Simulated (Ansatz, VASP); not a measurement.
## Sb in VASP and in Ansatz

```xyz
2
Lattice="0.0000 3.2436 3.2436 3.2436 0.0000 3.2436 3.2436 3.2436 0.0000" Properties=species:S:1:pos:R:3 pbc="T T T"
Sb   -0.8109   -0.8109   -0.8109
Sb    0.8109    0.8109    0.8109
```

Change from the starting cell: volume scaled by 0.8, LAPW.

Alike in both runs: task single point; functional PBE; k mesh 10 × 10 × 10; occupations fermi-dirac, width 0.08 eV; no spin polarisation.

|  | VASP | Ansatz |
| --- | --- | --- |
| version | VASP 6.6.1 | Ansatz 0.2.0 |
| potentials or method | VASP PAW PBE potentials, release 64 (Sb), cutoff 500 eV | all-electron LAPW, scalar-relativistic |

|  | VASP | Ansatz | Ansatz less VASP |
| --- | --- | --- | --- |
| pressure (GPa) | 11.0 | 10.9 | -0.15 |

Ansatz ran all-electron here, and VASP with PAW potentials.

Spin-orbit coupling is off throughout.
